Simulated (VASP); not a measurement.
A run of VASP 6.6.1 is set up as follows.

The input INCAR:

```
PREC = Accurate ; ENCUT = 520
EDIFF = 1E-6 ; ISMEAR = 0
SIGMA = 0.15 ; LREAL = False
LASPH = True ; NELM = 80
ALGO = Fast ; ISIF = 2
LWAVE = False ; LCHARG = False
GGA = PE ; NBANDS = 13
```

KPOINTS

```
Automatic mesh
0
Gamma
  24 24 24
```

POSCAR

```
Mo
1.0
   -1.7634766507      1.7634766507      1.2467779921
    1.7634766507     -1.7634766507      1.2467779921
    1.7634766507      1.7634766507     -1.2467779921
Mo
1
Direct
    0.0000000000      0.0000000000      0.0000000000
```

Potentials or basis: VASP PAW PBE potentials, release 64 (Mo_sv).

Launch:

```bash
$ cat potpaw_PBE.64/Mo_sv/POTCAR > POTCAR
$ mpirun -np 1 vasp_std > vasp.out
```

Q: Estimate the pressure.

A: 18.7 GPa.

Q: Estimate the band gap on the k mesh.

A: Zero (bands 7 and 8 overlap by 6.11 eV).

Stress tensor (GPa, compression positive):
```
 5.44  0.00  0.00
 0.00  5.44  0.00
 0.00  0.00 45.18
```

Caveat: the cell stands under pressure.
